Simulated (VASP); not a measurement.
# Ca (Cmce) in VASP: further runs

Ca is run at these levels: PBE; tasks: single point, relaxation of cell and atoms.

Everything below comes from runs of VASP 6.6.1. Logs are shortened: lines on timing, memory, paths and dates and some standing lists are left out, and cuts for length are marked.

### Step 1. The cell of the first run

It takes space group Cmce (No. 64, orthorhombic). The conventional cell has a = 5.994 Å, b = 10.159 Å, c = 6.002 Å, α = 90.00°, β = 90.00°, γ = 90.00°. Within 4.3 Å of Ca (site symmetry m) lie 7 Ca at 3.24 to 3.71 Å.

### Step 2. Single point, PBE

Contents of INCAR:

```
SYSTEM = Ca
PREC     = Accurate       ! precision mode
ENCUT    = 520            ! plane-wave cutoff, eV
EDIFF    = 1E-6           ! SCF threshold, eV
ISMEAR   = 0              ! smearing method
SIGMA    = 0.1            ! smearing width, eV
LREAL    = .False.        ! projectors in reciprocal space
LASPH    = .True.         ! aspherical terms in the spheres
NELM     = 100            ! most SCF steps
ALGO     = Normal         ! electronic algorithm
ISIF     = 2              ! what is computed and relaxed
LWAVE    = .False.        ! write WAVECAR
LCHARG   = .False.        ! write CHGCAR
GGA      = PE             ! functional
NBANDS   = 28             ! bands
```

Contents of KPOINTS:

```
regular mesh
0
Gamma
  4 4 4
  0 0 0
```

Contents of POSCAR:

```
Ca
1.0
    2.9970133809     -5.0793818907      0.0000000000
    2.9970133809      5.0793818907      0.0000000000
    0.0000000000      0.0000000000      6.0019998392
Ca
4
Direct
    0.1525000000      0.8475000000      0.0785000000
    0.6525000000      0.3475000000      0.4215000000
    0.8475000000      0.1525000000      0.9215000000
    0.3475000000      0.6525000000      0.5785000000
```

Potentials or basis: VASP PAW PBE potentials, release 64 (Ca_sv).

On the command line:

```
$ cat potpaw_PBE.64/Ca_sv/POTCAR > POTCAR
$ mpirun -np 1 vasp_std > vasp.out
```

OUTCAR:

```text
SYSTEM = Ca
   PREC = Accurate
   ENCUT = 520
   EDIFF = 1E-6
   ISMEAR = 0
   LREAL = .False.
   LASPH = .True.
   NELM = 100
   ISIF = 2
   GGA = PE

 ion  position               nearest neighbor table
   1  0.153  0.847  0.078-
   2  0.653  0.347  0.422-
   3  0.847  0.153  0.922-
   4  0.347  0.653  0.578-

  LATTYP: Found a base centered orthorhombic cell.
 ALAT       =     5.9940267618
 B/A-ratio  =     1.6948145521
 C/A-ratio  =     1.0013301705

  Lattice vectors:

 A1 = (   2.9970133809,  -5.0793818907,   0.0000000000)
 A2 = (   2.9970133809,   5.0793818907,   0.0000000000)
 A3 = (   0.0000000000,   0.0000000000,   6.0019998392)

Analysis of symmetry for initial positions (statically):
=====================================================================
 Subroutine PRICEL returns:
 Original cell was already a primitive cell.

 Routine SETGRP: Setting up the symmetry group for a
 base centered orthorhombic supercell.

 Subroutine GETGRP returns: Found  8 space group operations
 (whereof  4 operations were pure point group operations)
 out of a pool of  8 trial point group operations.

The static configuration has the point symmetry C_2h.
 The point group associated with its full space group is D_2h.

Analysis of symmetry for dynamics (positions and initial velocities):
=====================================================================
 Subroutine PRICEL returns:
 Original cell was already a primitive cell.

 Routine SETGRP: Setting up the symmetry group for a
 base centered orthorhombic supercell.

 Subroutine GETGRP returns: Found  8 space group operations
 (whereof  4 operations were pure point group operations)
 out of a pool of  8 trial point group operations.

The dynamic configuration has the point symmetry C_2h.
 The point group associated with its full space group is D_2h.

 Subroutine INISYM returns: Found  8 space group operations
 (whereof  4 operations are pure point group operations),
 and found     1 'primitive' translations

----------------------------------------------------------------------------------------

                                     Primitive cell

  volume of cell :     182.7366

  direct lattice vectors                    reciprocal lattice vectors
[... 84 lines left out ...]
   LASPH  =      T    aspherical Exc in radial PAW
   ENCUT  =  520.0 eV  38.22 Ry    6.18 a.u.  10.97 10.97 11.16*2*pi/ulx,y,z
   NELM   =    100;   NELMIN=  2; NELMDL= -5     # of ELM steps
   EDIFF  = 0.1E-05   stopping-criterion for ELM
   LREAL  =      F    real-space projection
   EDIFFG = 0.1E-04   stopping-criterion for IOM
   NSW    =      0    number of steps for IOM
   IBRION =     -1    ionic relax: 0-MD 1-quasi-New 2-CG
   NFREE  =      0    steps in history (QN), initial steepest desc. (CG)
   ISIF   =      2    stress and relaxation
   ISYM   =      2    0-nonsym 1-usesym 2-fastsym
   POTIM  = 0.5000    time-step for ionic-motion
   TEBEG  =    0.0;   TEEND  =   0.0 temperature during run
   PSTRESS=    0.0 pullay stress
   NELECT =      40.0000    total number of electrons
   NUPDOWN=      -1.0000    fix difference up-down
   EMIN   =  10.00;   EMAX   =-10.00  energy-range for DOS
   EFERMI =   0.00;   METHOD = LEGACY
   ISMEAR =     0;   SIGMA  =   0.10  broadening in eV -4-tet -1-fermi 0-gaus
   EFERMI_NEDOS =   21; number of points for ismear=-14 and -15
   IALGO  =     38    algorithm
   IMIX   =      4    mixing-type and parameters
     AMIX     =   0.40;   BMIX     =  1.00
     AMIX_MAG =   1.60;   BMIX_MAG =  1.00
  volume/ion in A,a.u.               =      45.68       308.29
  Fermi-wavevector in a.u.,A,eV,Ry     =   0.986627  1.864455 13.244357  0.973433
  Thomas-Fermi vector in A             =   2.118022
   LORBIT       =      0    0 simple, 1 ext, 2 COOP (PROOUT), +10 PAW based schemes
   GGA     = PE    functional components
   LHFCALC =     F    Hartree Fock is set to
   AEXX    =    0.0000 exact exchange contribution
   IVDW    =     0    specifies the selected vdW correction
   LEPSILON=     F    determine dielectric tensor
   LRPA    =     F    only Hartree local field effects (RPA)
 non-spin polarized calculation
 Gauss-broadening in eV      SIGMA  =   0.10
  energy-cutoff  :      520.00
  volume of cell :      182.74
 maximum number of plane-waves:      4944
 NGX is ok and might be reduce to    48
   NGX = 21   NGY = 21   NGZ = 23

 number of electron      40.0000008 magnetization

 Free energy of the ion-electron system (eV)
  ---------------------------------------------------
  ext. energy  EPLUGINS =         0.00000000
  ---------------------------------------------------
  free energy    TOTEN  =        -5.42024066 eV

  energy without entropy =       -5.38005640  energy(sigma->0) =       -5.40014853

 E-fermi :   1.6020     XC(G=0):  -7.4261

 val. band max:        1.5973679807   @ k =   0.2500   0.0000   0.2500
 cond. band min:       1.6462198977   @ k =  -0.2500   0.2500   0.2500
 fundamental gap:      0.0488519171
 Fermi energy:         1.6019627647

 k-point     1 :       0.0000    0.0000    0.0000
  band No.  band energies     occupation
      1     -40.6798      2.00000
      2     -40.6548      2.00000
      3     -40.6353      2.00000
      4     -40.6338      2.00000
      5     -21.8396      2.00000
      6     -21.7913      2.00000
[... 640 lines left out ...]
     27       2.9677      0.00000
     28       2.9677      0.00000

------------------------ aborting loop because EDIFF is reached ----------------------------------------

  FORCE on cell =-STRESS in cart. coord.  units (eV):
  Direction    XX          YY          ZZ          XY          YZ          ZX
  --------------------------------------------------------------------------------------
  -------------------------------------------------------------------------------------
  Total        0.8090105      4.3457421      0.4744259      0.0000000      0.0000000      0.0000000
  in kB        7.0931509     38.1021088      4.1596183      0.0000000      0.0000000      0.0000000
  external PRESSURE =      16.4516260 kB  Pullay stress =       0.0000000 kB

 VOLUME and BASIS-vectors are now :
 -----------------------------------------------------------------------------
  energy-cutoff  :      520.00
  volume of cell :      182.74
      direct lattice vectors                 reciprocal lattice vectors
     2.997013381 -5.079381891  0.000000000     0.166832755 -0.098437174  0.000000000
     2.997013381  5.079381891  0.000000000     0.166832755  0.098437174  0.000000000
     0.000000000  0.000000000  6.001999839     0.000000000  0.000000000  0.166611134

 POSITION                                       TOTAL-FORCE (eV/Angst)
 -----------------------------------------------------------------------------------
      2.99701      3.53017      0.47116         0.000000     -0.247271     -0.039448
      2.99701     -1.54921      2.52984         0.000000     -0.247271      0.039448
      2.99701     -3.53017      5.53084         0.000000      0.247271      0.039448
      2.99701      1.54921      3.47216         0.000000      0.247271     -0.039448
 -----------------------------------------------------------------------------------
    total drift:                                0.000000      0.000000     -0.000000

  FREE ENERGIE OF THE ION-ELECTRON SYSTEM (eV)
  ---------------------------------------------------
  free  energy   TOTEN  =        -5.4202406646 eV

  energy  without entropy=       -5.3800563982  energy(sigma->0) =       -5.40014853
```

OSZICAR:

```text
N       E                     dE             d eps       ncg     rms          rms(c)
DAV:   1     0.389662429425E+03    0.38966E+03   -0.19587E+04  1184   0.128E+03
DAV:   2     0.199173406704E+02   -0.36975E+03   -0.36594E+03  1232   0.399E+02
DAV:   3    -0.278277591367E+01   -0.22700E+02   -0.22136E+02  1968   0.686E+01
DAV:   4    -0.541515137115E+01   -0.26324E+01   -0.26076E+01  1888   0.201E+01
DAV:   5    -0.553304546577E+01   -0.11789E+00   -0.11745E+00  1732   0.379E+00    0.400E+00
DAV:   6    -0.543545033009E+01    0.97595E-01   -0.22883E-01  1576   0.258E+00    0.231E+00
DAV:   7    -0.542105329249E+01    0.14397E-01   -0.10389E-01  1588   0.202E+00    0.470E-01
DAV:   8    -0.542013803470E+01    0.91526E-03   -0.10541E-02  1616   0.765E-01    0.975E-02
DAV:   9    -0.542021775569E+01   -0.79721E-04   -0.13972E-03  1700   0.284E-01    0.389E-02
DAV:  10    -0.542023082279E+01   -0.13067E-04   -0.12650E-04  1712   0.893E-02    0.204E-02
DAV:  11    -0.542024319071E+01   -0.12368E-04   -0.22689E-05  1660   0.377E-02    0.674E-03
DAV:  12    -0.542024071806E+01    0.24726E-05   -0.24589E-06  1228   0.127E-02    0.134E-03
DAV:  13    -0.542024066459E+01    0.53462E-07   -0.21304E-07   840   0.374E-03
   1 F= -.54202407E+01 E0= -.54001485E+01  d E =-.401843E-01
```

Run time: 92 s. Hardware: 1 thread of Intel Xeon Platinum 8259CL at 2.50GHz (Skylake/Cascade Lake), shared host; peak memory 0.35 GiB.

What came out:

```
Free energy            : -5.4202 eV
Pressure               : 1.6 GPa
Largest force          : 0.250 eV/Å
Band gap on the k mesh : zero (band 20 reaches 1.92 eV, above the bottom of band 21 at 1.21 eV)
```

Forces in eV/Å, atoms in the order of the input:
```
Ca   0.000 -0.247 -0.039
Ca   0.000 -0.247  0.039
Ca   0.000  0.247  0.039
Ca   0.000  0.247 -0.039
```

### Step 3. Relaxation of cell and atoms, PBE

This run uses another cell than the first one, of 45.35 Å³/atom, 0.993 times its volume.

Contents of INCAR:

```
SYSTEM = Ca
ALGO = Normal
EDIFF = 1E-6
EDIFFG = -0.04
ENCUT = 600
GGA = PE
IBRION = 2
ISIF = 3
ISMEAR = 0
LASPH = .True.
LCHARG = .False.
LREAL = .False.
LWAVE = .False.
NELM = 100
NSW = 90
PREC = Accurate
SIGMA = 0.1
```

Contents of KPOINTS:

```
k-points
0
Gamma
  4 4 4
  0 0 0
```

Contents of POSCAR:

```
Ca
1.0
    2.2105925636     -7.0124537517      0.0000000000
    2.2105925636      7.0124537517      0.0000000000
    0.0000000000      0.0000000000      5.8503899872
Ca
4
Direct
    0.0980000000      0.9020000000      0.9100000000
    0.5980000000      0.4020000000      0.5900000000
    0.9020000000      0.0980000000      0.0900000000
    0.4020000000      0.5980000000      0.4100000000
```

Potentials or basis: VASP PAW PBE potentials, release 64 (Ca_sv).

On the command line:

```
$ cat potpaw_PBE.64/Ca_sv/POTCAR > POTCAR
$ mpirun -np 1 vasp_std > vasp.out
```

It took 43 min on 1 thread of Intel Xeon Platinum 8259CL at 2.50GHz (Skylake/Cascade Lake), shared host; peak memory 0.48 GiB.

The run converged. Its results:

* Free energy: -7.2535 eV
* Relaxed volume: 43.10 Å³/atom
* Relaxed cell: a = 7.050 Å, b = 7.050 Å, c = 6.470 Å, α = 90.00°, β = 90.00°, γ = 147.58°
* Space group after relaxing (to 0.05 Å): Fmmm (No. 69)
* Energy gained by relaxing: 1079.5 meV/atom
* Ionic steps: 16
* Pressure after relaxing: 0.0 GPa
* Largest force after relaxing: 0.030 eV/Å
* Band gap on the k mesh: zero (band 20 reaches 2.04 eV, above the bottom of band 21 at 1.57 eV)

Forces on the atoms (eV/Å):
```
Ca   0.000  0.030  0.006
Ca   0.000  0.030 -0.006
Ca   0.000 -0.030 -0.006
Ca   0.000 -0.030  0.006
```

Stress tensor (GPa, compression positive):
```
 0.05  0.00  0.00
 0.00  0.10  0.00
 0.00  0.00 -0.04
```

The path:
```
step  energy change (eV)  largest force (eV/Å)  pressure (GPa)  volume (Å³)
   1              0.0000                2.4635            2.70       181.38
   2             -1.3009                1.9131            0.90       202.13
   3             -2.1973                1.1915           -1.07       231.85
   4             -2.3324                0.9422           -1.64       246.19
   5             -2.9659                0.8461           -1.81       224.87
   6             -3.8018                0.0996            1.00       167.27
   7             -3.8502                0.3679           -0.53       182.31
   8             -3.8703                0.2430           -0.06       176.71
   9             -4.1387                0.4211            1.42       159.39
  10             -4.1506                0.3157            1.02       162.17
  11             -4.2709                0.1065           -0.14       173.86
  12             -4.2710                0.1101           -0.12       173.49
  13             -4.3101                0.0367           -0.15       174.33
  14             -4.3165                0.0199           -0.16       174.66
  15             -4.3165                0.0212           -0.16       174.69
  16             -4.3180                0.0304            0.04       172.39
```

Final structure:
```
Ca
1.0
     1.96801   -6.76957    0.00000
     1.96801    6.76957    0.00000
     0.00000    0.00000    6.46984
Ca
4
Cartesian
  1.9680 4.9683 6.4685
  1.9680 -1.8013 3.2363
  1.9680 -4.9683 0.0014
  1.9680 1.8013 3.2335
```

Levels at points of the mesh, in eV from the Fermi level:
```
           k point  band 17  band 18  band 19  band 20  band 21  band 22  band 23  band 24
(0.00, 0.00, 0.00)    -3.93    -1.14    -0.96    -0.39    -0.26     0.03     0.47     1.54
(0.50, 0.00, 0.00)    -1.30    -1.30    -0.16    -0.16     0.47     0.47     0.89     0.89
(0.50, 0.50, 0.00)    -3.17    -2.87    -0.26    -0.24    -0.11     0.00     0.69     1.42
(0.00, 0.00, 0.50)    -2.94    -2.94    -0.26    -0.26    -0.17    -0.17     1.36     1.36
(0.50, 0.00, 0.50)    -0.89    -0.89    -0.42    -0.42    -0.11    -0.11     0.78     0.78
(0.50, 0.50, 0.50)    -2.25    -2.25    -1.97    -1.97     0.90     0.90     1.57     1.57
```

Caveat: the k points lie up to 0.42 Å⁻¹ apart in the final cell.
